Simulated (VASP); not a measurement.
BiTe, 2 atoms in the cell. Symmetry: Cm, No. 8, monoclinic system. Conventional cell: a = 7.200 Å, b = 4.845 Å, c = 4.339 Å, α = 90.00°, β = 117.00°, γ = 90.00°. Bi (site symmetry m) has 6 Te at 3.23 to 3.28 Å within 4.2 Å. Te (site symmetry m) has 6 Bi at 3.23 to 3.28 Å within 4.2 Å.  This cell differs from its parent crystal: all Te atoms moved +0.025 Å, as atom 2 towards its neighbour atom 1 (Bi) at 3.252 Å.

```yaml
Program: VASP 6.6.1
Task: single point
Functional: PBEsol
Potentials_or_basis: VASP PAW PBE potentials, release 64 (Bi_d, Te)
Cutoff: 520 eV
k_mesh: 12 × 12 × 12
Occupations: gaussian, width 0.15 eV
Spin: no spin polarisation
Dipole_correction: no
Further_INCAR_settings: ALGO = Normal; EDIFF = 1e-06; NBANDS = 18
```

Potentials or basis: VASP PAW PBE potentials, release 64 (Bi_d, Te).

The run is started by

```bash
$ cat potpaw_PBE.64/Bi_d/POTCAR potpaw_PBE.64/Te/POTCAR > POTCAR
$ mpirun -np 1 vasp_std > vasp.out
```

Hardware: 1 thread of Intel Xeon 8259CL, with other jobs on the host.

Q: How long does it take, and how much memory?

A: Run time: 6.8 min on 1 thread of Intel Xeon 8259CL, on a shared host, peak memory 0.64 GiB. Counts: scf iterations 12, k points 476.
